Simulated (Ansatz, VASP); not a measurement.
**Two plane-wave programs on LiF**

Contents of POSCAR:

```
LiF
1.0
    0.0000000000      2.0140000000      2.0140000000
    2.0140000000      0.0000000000      2.0140000000
    2.0140000000      2.0140000000      0.0000000000
Li F
1 1
Direct
    0.0620655412      0.0620655412     -0.0620655412
    0.5000000000      0.5000000000      0.5000000000
```

File INCAR.step1:

```
SYSTEM = LiF
  PREC = Accurate
  ENCUT = 520
  ISMEAR = 0
  SIGMA = 0.05
  LREAL = .False.
  LASPH = .True.
  NELM = 60
  NBANDS = 12
  GGA = PE
  ALGO = Normal
  EDIFF = 1E-4
  LWAVE = .True.
  LCHARG = .False.
```

File INCAR.step2:

```
SYSTEM = LiF
  PREC = Accurate
  ENCUT = 520
  EDIFF = 1E-7
  ISMEAR = 0
  SIGMA = 0.05
  LREAL = .False.
  LASPH = .True.
  NELM = 60
  ALGO = Normal
  ISIF = 2
  LWAVE = .False.
  LCHARG = .False.
  METAGGA = R2SCAN
  LMIXTAU = .True.
  NBANDS = 12
  ISTART = 1
```

Contents of KPOINTS:

```
regular mesh
0
Gamma
  10 10 10
  0 0 0
```

Input for Ansatz:

```yaml
crystal:
  lattice:
    - [0.0, 2.014, 2.014]
    - [2.014, 0.0, 2.014]
    - [2.014, 2.014, 0.0]
  atoms:
    - { symbol: Li, position: [0.0620655412, 0.0620655412, -0.0620655412] }
    - { symbol: F, position: [0.5, 0.5, 0.5] }
basis:
  ecutwfc: 500
kpoints:
  mp_grid: { grid: [10, 10, 10] }
hamiltonian:
  xc: r2scan
scf:
  occupations: { method: gaussian, width: 0.05 }
output:
  forces: true
  stress: true
  eigenvalues: true
```

Change from the starting cell: all Li atoms moved -0.250 Å, as atom 1 towards its neighbour atom 2 (F) at 2.014 Å.

Alike in both runs: task single point; functional r2SCAN; k mesh 10 × 10 × 10; occupations gaussian, width 0.05 eV; no spin polarisation.

|  | VASP | Ansatz |
| --- | --- | --- |
| version | VASP 6.6.1 | Ansatz 0.2.0 |
| potentials or method | VASP PAW PBE potentials, release 64 (Li_sv, F), cutoff 520 eV | scalar-relativistic, plane waves, PAW |
| valence electrons in the cell | 10 | 10 |

Ansatz gave:

- gap on the k mesh at the Fermi level (eV): 9.96
- least direct gap on the mesh (eV): 9.96
- rms of the force components (eV/Å): 0.393

Estimate VASP's values.

gap on the k mesh at the Fermi level (eV): 10.13; least direct gap on the mesh (eV): 10.13; rms of the force components (eV/Å): 0.414.

VASP's potentials were made for PBE, not for r2SCAN. Atom by atom the forces differ by 0.021 eV/Å (rms over components). With one functional, cell and mesh, what is left measures potentials, basis and numerics.

Noted on VASP's run: the cutoff is short for stress, so the pressure is rough.
